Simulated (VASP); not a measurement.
Write the native input for VASP 6.6.1 that does the following.

- Task: single point
- Functional: LDA
- Potentials or basis: VASP PAW LDA potentials, release 64 (Ti_sv)
- Cutoff: 520 eV
- k mesh: 10 × 10 × 6
- Occupations: fermi-dirac, width 0.05 eV
- Spin: no spin polarisation
- Dipole correction: no
- Further INCAR settings: ALGO = Normal; EDIFF = 1e-06; NBANDS = 19

The structure of Ti lies in POSCAR:

```
Ti
1.0
    2.8897790207      0.0000000000      0.0000000000
   -1.4448895104      2.5026220433      0.0000000000
    0.0000000000      0.0000000000      4.5844629888
Ti
2
Direct
    0.6666666667      0.3333333333      0.7500000000
    0.3333333333      0.6666666667      0.2500000000
```

This cell differs from its parent crystal: volume scaled by 0.94.

These files were run (other wordings do the same):

INCAR

```
PREC = Accurate
ENCUT = 520
EDIFF = 1E-6
ISMEAR = -1
SIGMA = 0.05
LREAL = F
LASPH = T
NELM = 60
ALGO = Normal
ISIF = 2
LWAVE = F
LCHARG = T
GGA = CA
LELF = T
LVHAR = T
NBANDS = 19
```

KPOINTS

```
regular mesh
0
Gamma
  10 10 6
```

Potentials or basis: VASP PAW LDA potentials, release 64 (Ti_sv).

Launch:

```console
$ cat potpaw_LDA.64/Ti_sv/POTCAR > POTCAR
$ mpirun -np 1 vasp_std > vasp.out
```

Results of the run:

```json
{
 "Pressure": "-3.6 GPa",
 "Band gap on the k mesh": "zero (band 12 reaches 9.37 eV, above the bottom of band 13 at 8.42 eV)"
}
```

It took 15 s on 1 thread of Intel(R) Xeon(R) Platinum 8488C (Sapphire Rapids), with other jobs on the host, peak memory 0.15 GiB.
